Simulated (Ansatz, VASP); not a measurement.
BAs: VASP beside Ansatz

```
B As
1.0
     0.00000    2.38850    2.38850
     2.38850    0.00000    2.38850
     2.38850    2.38850    0.00000
B As
1 1
Direct
  0.00000 0.00000 0.00000
  0.75000 0.75000 0.75000
```

Alike in both runs: task single point; functional PBE; k mesh 12 × 12 × 12; occupations gaussian, width 0.05 eV; no spin polarisation.

|  | VASP | Ansatz |
| --- | --- | --- |
| version | VASP 6.6.1 | Ansatz 0.2.0 |
| potentials or method | VASP PAW PBE potentials, release 64 (B, As), cutoff 520 eV | scalar-relativistic, plane waves, PAW |
| valence electrons in the cell | 8 | 18 |

```csv
,VASP,Ansatz,Ansatz less VASP
gap on the k mesh at the Fermi level (eV),1.18,1.19,+0.009
least direct gap on the mesh (eV),3.28,3.28,+0.004
pressure (GPa),3.4,2.8,-0.66
```

VASP's potentials hold 8 valence electrons a cell and Ansatz's 18, so a difference there can come from the potentials and not from the codes.
